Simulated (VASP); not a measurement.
# Ni (Fm-3m) in VASP: a series of runs

Ni is run at these levels: PBEsol; tasks: single point, relaxation of cell and atoms.

All numbers are computed with VASP 6.6.1; they aren't measurements. Logs are shortened: lines on timing, memory, paths and dates and some standing lists are left out, and cuts for length are marked.

### 1 The cell of the first run

It takes space group Fm-3m (No. 225, cubic). The conventional cell has a = 3.464 Å, b = 3.464 Å, c = 3.464 Å, α = 90.00°, β = 90.00°, γ = 90.00°. Ni (site symmetry m-3m) has 12 Ni at 2.45 Å within 3.2 Å.

### 2 Single point, PBEsol, collinear spin, ferromagnetic start

INCAR reads:

```
PREC     = Accurate       # precision mode
ENCUT    = 520            # plane-wave cutoff, eV
EDIFF    = 1E-6           # SCF threshold, eV
ISMEAR   = -1             # smearing method
SIGMA    = 0.08           # smearing width, eV
LREAL    = False          # projectors in reciprocal space
LASPH    = True           # aspherical terms in the spheres
NELM     = 150            # most SCF steps
ALGO     = Normal         # electronic algorithm
ISIF     = 2              # what is computed and relaxed
LWAVE    = False          # write WAVECAR
LCHARG   = False          # write CHGCAR
ISPIN    = 2              # spin polarisation
MAGMOM   = 1              # initial moments
LORBIT   = 11             # projections on sites
LMAXMIX  = 4              # l up to which the mixer works
GGA      = PS             # functional
NBANDS   = 15             # bands
```

KPOINTS reads:

```
Automatic mesh
0
Gamma
  21 21 21
```

POSCAR reads:

```
Ni
1.0
    0.0000000000      1.7319139092      1.7319139092
    1.7319139092      0.0000000000      1.7319139092
    1.7319139092      1.7319139092      0.0000000000
Ni
1
Direct
    0.0000000000      0.0000000000      0.0000000000
```

Potentials or basis: VASP PAW PBE potentials, release 64 (Ni).

Launch:

```
> cat potpaw_PBE.64/Ni/POTCAR > POTCAR
> mpirun -np 1 vasp_std > vasp.out
```

OUTCAR:

```text
PREC = Accurate
   ENCUT = 520
   EDIFF = 1E-6
   ISMEAR = -1
   LREAL = False
   LASPH = True
   NELM = 150
   ISIF = 2
   ISPIN = 2
   LORBIT = 11
   GGA = PS

 ion  position               nearest neighbor table
   1  0.000  0.000  0.000-

  LATTYP: Found a face centered cubic cell.
 ALAT       =     3.4638278184

  Lattice vectors:

 A1 = (   0.0000000000,   1.7319139092,   1.7319139092)
 A2 = (   1.7319139092,   0.0000000000,   1.7319139092)
 A3 = (   1.7319139092,   1.7319139092,   0.0000000000)

Analysis of symmetry for initial positions (statically):
=====================================================================
 Subroutine PRICEL returns:
 Original cell was already a primitive cell.

 Routine SETGRP: Setting up the symmetry group for a
 face centered cubic supercell.

 Subroutine GETGRP returns: Found 48 space group operations
 (whereof 48 operations were pure point group operations)
 out of a pool of 48 trial point group operations.

The static configuration has the point symmetry O_h .

Analysis of symmetry for dynamics (positions and initial velocities):
=====================================================================
 Subroutine PRICEL returns:
 Original cell was already a primitive cell.

 Routine SETGRP: Setting up the symmetry group for a
 face centered cubic supercell.

 Subroutine GETGRP returns: Found 48 space group operations
 (whereof 48 operations were pure point group operations)
 out of a pool of 48 trial point group operations.

The dynamic configuration has the point symmetry O_h .

Analysis of structural, dynamic, and magnetic symmetry:
=====================================================================
 Subroutine PRICEL returns:
 Original cell was already a primitive cell.

 Routine SETGRP: Setting up the symmetry group for a
 face centered cubic supercell.

 Subroutine GETGRP returns: Found 48 space group operations
 (whereof 48 operations were pure point group operations)
 out of a pool of 48 trial point group operations.

The overall configuration has the point symmetry O_h .

 Subroutine INISYM returns: Found 48 space group operations
 (whereof 48 operations are pure point group operations),
 and found     1 'primitive' translations

----------------------------------------------------------------------------------------

                                     Primitive cell

  volume of cell :      10.3898

  direct lattice vectors                    reciprocal lattice vectors
     0.000000000  1.731913909  1.731913909    -0.288697953  0.288697953  0.288697953
     1.731913909  0.000000000  1.731913909     0.288697953 -0.288697953  0.288697953
     1.731913909  1.731913909  0.000000000     0.288697953  0.288697953 -0.288697953

  length of vectors
[... 116 lines left out ...]

 number of electron      10.0000000 magnetization       1.0000000

 number of electron       9.9999994 magnetization       0.5948747

 Free energy of the ion-electron system (eV)
  ---------------------------------------------------
  ext. energy  EPLUGINS =         0.00000000
  ---------------------------------------------------
  free energy    TOTEN  =        -6.15307517 eV

  energy without entropy =       -6.11861950  energy(sigma->0) =       -6.13584734

 E-fermi :   9.8443     XC(G=0): -13.7107

 val. band max:        9.8441685213   @ k =  -0.4286   0.2857   0.1429
 cond. band min:       9.8455482508   @ k =  -0.3810   0.1905   0.0476
 fundamental gap:      0.0013797294
 Fermi energy:         9.8443494324

 spin component 1

 k-point     1 :       0.0000    0.0000    0.0000
  band No.  band energies     occupation
      1       0.4684      1.00000
      2       7.3311      1.00000
      3       7.3311      1.00000
      4       7.3311      1.00000
      5       8.5724      1.00000
      6       8.5724      1.00000
      7      33.9408      0.00000
      8      38.1434      0.00000
      9      38.1434      0.00000
     10      38.1434      0.00000
     11      41.2271      0.00000
     12      41.2271      0.00000
     13      41.2271      0.00000
     14      44.1338      0.00000
[... 403 lines left out ...]
      4       7.9527      1.00000
      5       9.0614      0.99994
      6       9.4587      0.99200
      7      18.1541      0.00000
      8      32.0138      0.00000
      9      34.3555      0.00000
     10      36.0639      0.00000
     11      38.3992      0.00000
     12      40.0274      0.00000
     13      44.9232      0.00000
     14      53.0802      0.00000
     15      53.9141      0.00000

 [... further k-points ...]

 spin component 2

 k-point     1 :       0.0000    0.0000    0.0000
  band No.  band energies     occupation
      1       0.4596      1.00000
      2       8.0148      1.00000
      3       8.0148      1.00000
      4       8.0148      1.00000
      5       9.1587      0.99981
      6       9.1587      0.99981
      7      33.8373      0.00000
      8      38.1427      0.00000
      9      38.1427      0.00000
     10      38.1427      0.00000
     11      41.3445      0.00000
     12      41.3445      0.00000
     13      41.3445      0.00000
     14      44.0478      0.00000
[... 403 lines left out ...]
      4       8.2299      1.00000
      5       9.7574      0.74772
      6      10.0927      0.04292
      7      18.4356      0.00000
      8      31.9839      0.00000
      9      34.4011      0.00000
     10      36.1629      0.00000
     11      38.4664      0.00000
     12      40.0795      0.00000
     13      45.0340      0.00000
     14      53.1668      0.00000
     15      54.4350      0.00000

 [... further k-points ...]
[... 5 lines left out ...]
  --------------------------------------------------------------------------------------
  -------------------------------------------------------------------------------------
  Total       -0.0084419     -0.0084419     -0.0084419      0.0000000      0.0000000     -0.0000000
  in kB       -1.3017991     -1.3017991     -1.3017991      0.0000000      0.0000000     -0.0000000
  external PRESSURE =      -1.3017991 kB  Pullay stress =       0.0000000 kB

 VOLUME and BASIS-vectors are now :
 -----------------------------------------------------------------------------
  energy-cutoff  :      520.00
  volume of cell :       10.39
      direct lattice vectors                 reciprocal lattice vectors
     0.000000000  1.731913909  1.731913909    -0.288697953  0.288697953  0.288697953
     1.731913909  0.000000000  1.731913909     0.288697953 -0.288697953  0.288697953
     1.731913909  1.731913909  0.000000000     0.288697953  0.288697953 -0.288697953

 POSITION                                       TOTAL-FORCE (eV/Angst)
 -----------------------------------------------------------------------------------
      0.00000      0.00000      0.00000        -0.000000      0.000000     -0.000000
 -----------------------------------------------------------------------------------
    total drift:                                0.000000     -0.000000     -0.000000

  FREE ENERGIE OF THE ION-ELECTRON SYSTEM (eV)
  ---------------------------------------------------
  free  energy   TOTEN  =        -6.1530751725 eV

  energy  without entropy=       -6.1186194988  energy(sigma->0) =       -6.13584734

 total charge

# of ion       s       p       d       tot
------------------------------------------
    1        0.520   0.545   8.335   9.400

 magnetization (x)

# of ion       s       p       d       tot
------------------------------------------
    1       -0.006  -0.023   0.630   0.600
```

Run time: 52 s. Hardware: 1 thread of Intel Xeon Platinum 8488C (Sapphire Rapids), shared host; peak memory 0.17 GiB.

What came out:

| Property | Result |
| --- | --- |
| Free energy | -6.1531 eV |
| Pressure | -0.1 GPa |
| Net moment | 0.59 μB per cell |
| Site moments | Ni +0.60 μB |
| Valence electrons inside the program's atomic spheres | Ni 9.40 |

Levels at points of the mesh, in eV from the Fermi level:
Spin up:
```tsv
k point	band 3	band 4	band 5	band 6	band 7	band 8
(0.00, 0.00, 0.00)	-2.51	-2.51	-1.27	-1.27	24.10	28.30
```
Spin down:
```tsv
k point	band 3	band 4	band 5	band 6	band 7	band 8
(0.00, 0.00, 0.00)	-1.83	-1.83	-0.69	-0.69	23.99	28.30
```

Caveat: the PAW data sets were made with another functional, which shifts forces and pressure a little.

### 3 Relaxation of cell and atoms, PBEsol, collinear spin, ferromagnetic start

INCAR reads:

```
PREC = Accurate
ENCUT = 600
EDIFF = 1E-6
ISMEAR = -1
SIGMA = 0.08
LREAL = F
LASPH = T
NELM = 150
ALGO = Normal
ISIF = 3
LWAVE = F
LCHARG = F
ISPIN = 2
MAGMOM = 1
LORBIT = 11
LMAXMIX = 4
GGA = PS
IBRION = 2
NSW = 60
EDIFFG = -0.005
```

KPOINTS is that of step 2.

POSCAR reads:

```
Ni
1.0
    0.0000000000      1.7319783131      1.7319783131
    1.7319783131      0.0000000000      1.7319783131
    1.7319783131      1.7319783131      0.0000000000
Ni
1
Direct
    0.0000000000      0.0000000000      0.0000000000
```

Potentials or basis: VASP PAW PBE potentials, release 64 (Ni).

Launch:

```
> cat potpaw_PBE.64/Ni/POTCAR > POTCAR
> mpirun -np 1 vasp_std > vasp.out
```

It took 75 s on 1 thread of Intel Xeon Platinum 8488C (Sapphire Rapids), shared host; peak memory 0.18 GiB.

Results (log left out):

- Free energy: -6.1529 eV
- Relaxed volume: 10.38 Å³/atom
- Relaxed cell: a = 2.449 Å, b = 2.449 Å, c = 2.449 Å, α = 60.00°, β = 60.00°, γ = 60.00°
- Space group after relaxing (to 0.1 Å): Fm-3m (No. 225)
- Energy gained by relaxing: 0.0 meV/atom
- Ionic steps: 3
- Pressure after relaxing: 0.1 GPa
- Net moment: 0.59 μB per cell
- Site moments: Ni +0.60 μB
- Valence electrons inside the program's atomic spheres: Ni 9.40

Final structure:
```xyz
1
Lattice="0.0000 1.7314 1.7314 1.7314 0.0000 1.7314 1.7314 1.7314 0.0000" Properties=species:S:1:pos:R:3 pbc="T T T"
Ni    0.0000    0.0000    0.0000
```

Levels at points of the mesh, in eV from the Fermi level:
Spin up:
| k point | band 2 | band 3 | band 4 | band 5 | band 6 | band 7 | band 8 | band 9 |
| --- | --- | --- | --- | --- | --- | --- | --- | --- |
| (0.00, 0.00, 0.00) | -2.52 | -2.52 | -2.52 | -1.27 | -1.27 | 24.10 | 28.31 | 28.31 |
Spin down:
| k point | band 1 | band 2 | band 3 | band 4 | band 5 | band 6 | band 7 | band 8 | band 9 | band 10 |
| --- | --- | --- | --- | --- | --- | --- | --- | --- | --- | --- |
| (0.00, 0.00, 0.00) | -9.39 | -1.83 | -1.83 | -1.83 | -0.69 | -0.69 | 24.00 | 28.31 | 28.31 | 28.31 |

Caveat: the PAW data sets were made with another functional, which shifts forces and pressure a little.
